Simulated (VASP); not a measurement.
Set up this calculation in VASP 6.6.1, as the native input.

```
Task                   : single point
Functional             : LDA
Potentials or basis    : VASP PAW LDA potentials, release 64 (Cd, Te)
Cutoff                 : 520 eV
k mesh                 : 6 × 6 × 6
Occupations            : gaussian, width 0.01 eV
Spin                   : no spin polarisation
Dipole correction      : no
Further INCAR settings : ALGO = Normal; EDIFF = 1e-07; NBANDS = 16
```

The structure of CdTe lies in POSCAR:

```
CdTe
1.0
    3.2050000000      3.2050000000      0.0000000000
   -3.2050000000      3.2050000000      0.0000000000
    0.0000000000      3.2050000000      3.2050000000
Cd Te
1 1
Direct
    0.0000000000      0.0000000000      0.0000000000
    0.7500000000      0.2500000000      0.5000000000
```

The input as run:

INCAR

```
SYSTEM = CdTe
PREC = Accurate
ENCUT = 520
EDIFF = 1E-7
ISMEAR = 0
SIGMA = 0.01
LREAL = .FALSE.
LASPH = .TRUE.
NELM = 100
ALGO = Normal
ISIF = 2
LWAVE = .FALSE.
LCHARG = .TRUE.
GGA = CA
LELF = .TRUE.
LVHAR = .TRUE.
NBANDS = 16
```

KPOINTS

```
regular mesh
0
G
  6 6 6
  0 0 0
```

Potentials or basis: VASP PAW LDA potentials, release 64 (Cd, Te).

Run with:

```sh
$ cat potpaw_LDA.64/Cd/POTCAR potpaw_LDA.64/Te/POTCAR > POTCAR
$ mpirun -np 1 vasp_std > vasp.out
```

It gave:

The pressure is 0.3 GPa and the band gap on the k mesh is 0.65 eV, direct.

Caveat: spin-orbit coupling is left out, which moves the levels of the heavy elements.

Run time: 11 s on 1 thread of Intel Xeon 6975P-C, with other jobs on the host, peak memory 0.18 GiB.
